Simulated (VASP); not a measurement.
Input of a VASP 6.6.1 run:

The input INCAR:

```
SYSTEM = CdS
PREC = Accurate
ENCUT = 520
EDIFF = 1E-6
ISMEAR = 0
SIGMA = 0.01
LREAL = .False.
LASPH = .True.
NELM = 150
ALGO = Normal
ISIF = 2
LWAVE = .False.
LCHARG = .True.
MAGMOM = 0 0 0 0 0 0
LORBIT = 11
LSORBIT = .True.
GGA_COMPAT = .False.
LORBMOM = .True.
GGA = PS
LVHAR = .True.
NBANDS = 30
```

File KPOINTS:

```
Automatic mesh
0
Gamma
  8 8 8
  0 0 0
```

File POSCAR:

```
CdS
1.0
    2.8572573458      2.8572573458      0.0000000000
   -2.8572573458      2.8572573458      0.0000000000
    0.0000000000      2.8572573458      2.8572573458
Cd S
1 1
Direct
    0.0000000000      0.0000000000      0.0000000000
    0.7500000000      0.2500000000      0.5000000000
```

Potentials or basis: VASP PAW PBE potentials, release 64 (Cd, S).

Command:

```bash
$ cat potpaw_PBE.64/Cd/POTCAR potpaw_PBE.64/S/POTCAR > POTCAR
$ mpirun -np 1 vasp_ncl > vasp.out
```

(1) Predict the pressure.

(2) What does it give for the net moment?

Results:

(1) 4.5 GPa.

(2) 0.00 μB per cell.

Caveat: the PAW data sets were made with another functional, which shifts forces and pressure a little.
